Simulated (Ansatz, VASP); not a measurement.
## One calculation of Hf, two programs

```
CELL_PARAMETERS angstrom
3.06530 0.00000 0.00000
-1.53265 2.65462 0.00000
0.00000 0.00000 4.83982
ATOMIC_POSITIONS crystal
Hf 0.33333 0.66667 0.25000
Hf 0.66667 0.33333 0.75000
```

Alike in both runs: task single point; functional r2SCAN; k mesh 19 × 19 × 10; occupations fermi-dirac, width 0.1 eV; no spin polarisation.

```csv
,VASP,Ansatz
version,VASP 6.6.1,Ansatz 0.2.0
potentials or method,"VASP PAW PBE potentials, release 64 (Hf_pv), cutoff 520 eV","plane waves (500 eV) with PAW, scalar-relativistic"
valence electrons in the cell,20,52
```

```tsv
	VASP	Ansatz	Ansatz less VASP
pressure (GPa)	16.8	17.3	+0.50
traceless stress, the component that is largest in VASP (GPa)	0.15	0.33	+0.178
```

VASP's potentials were made for PBE, not for r2SCAN. VASP's potentials hold 20 valence electrons a cell and Ansatz's 52, so a difference there can come from the potentials and not from the codes.

Neither program's run includes spin-orbit coupling.
